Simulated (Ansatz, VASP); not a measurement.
# AlNi in VASP and in Ansatz

INCAR

```
SYSTEM = AlNi
ALGO = Fast
EDIFF = 1E-6
ENCUT = 520
GGA = PE
ISIF = 2
ISMEAR = 0
LASPH = .TRUE.
LCHARG = .TRUE.
LELF = .TRUE.
LREAL = .FALSE.
LVHAR = .TRUE.
LWAVE = .FALSE.
NBANDS = 28
NELM = 100
PREC = Accurate
SIGMA = 0.15
```

File KPOINTS:

```
k-points
0
G
  20 20 7
  0 0 0
```

File POSCAR:

```
AlNi
1.0
    0.0000000000     -2.8930835334      0.0000000000
    0.0000000000      0.0000000000     -2.8930835334
    8.6792506003     -1.1572334134      0.0000000000
Al Ni
3 3
Direct
   -0.3666600000      1.0000000000      0.9166500000
   -0.0999933333      1.0000000000      0.2499833333
   -0.2333266667      1.0000000000      0.5833166667
    0.4666733333      0.5000000000      0.0833166667
    0.3333400000      0.5000000000      0.4166500000
    0.2000066667      0.5000000000      0.7499833333
```

Input for Ansatz:

```yaml
crystal:
  lattice:
    - [0.0, -2.893083528, 0.0]
    - [0.0, 0.0, -2.893083528]
    - [8.6792505841, -1.1572334112, 0.0]
  atoms:
    - { symbol: Al, position: [-0.36666, 1.0, 0.91665] }
    - { symbol: Al, position: [-0.0999933333, 1.0, 0.2499833333] }
    - { symbol: Al, position: [-0.2333266667, 1.0, 0.5833166667] }
    - { symbol: Ni, position: [0.4666733333, 0.5, 0.0833166667] }
    - { symbol: Ni, position: [0.33334, 0.5, 0.41665] }
    - { symbol: Ni, position: [0.2000066667, 0.5, 0.7499833333] }
basis:
  ecutwfc: 420
kpoints:
  mp_grid: { grid: [20, 20, 7] }
hamiltonian:
  xc: pbe
scf:
  occupations: { method: gaussian, width: 0.15 }
output:
  forces: true
  stress: true
  eigenvalues: true
```

Alike in both runs: task single point; functional PBE; k mesh 20 × 20 × 7; occupations gaussian, width 0.15 eV; no spin polarisation.

|  | VASP | Ansatz |
| --- | --- | --- |
| version | VASP 6.6.1 | Ansatz 0.2.0 |
| potentials or method | VASP PAW PBE potentials, release 64 (Al, Ni), cutoff 520 eV | scalar-relativistic, plane waves, PAW |
| valence electrons in the cell | 39 | 63 |

```csv
,VASP,Ansatz,Ansatz less VASP
gap on the k mesh at the Fermi level (eV),none,none,-
pressure (GPa),9.1,9.0,-0.05
"traceless stress, the component that is largest in VASP (GPa)",-8.89,-8.87,+0.020
rms of the force components (eV/Å),1.473,1.469,-0.0037
```

Atom by atom the forces differ by 0.005 eV/Å (rms over components). A gap of «none» marks a metal or a gap that the smearing closes. VASP's potentials hold 39 valence electrons a cell and Ansatz's 63, so a difference there can come from the potentials and not from the codes.
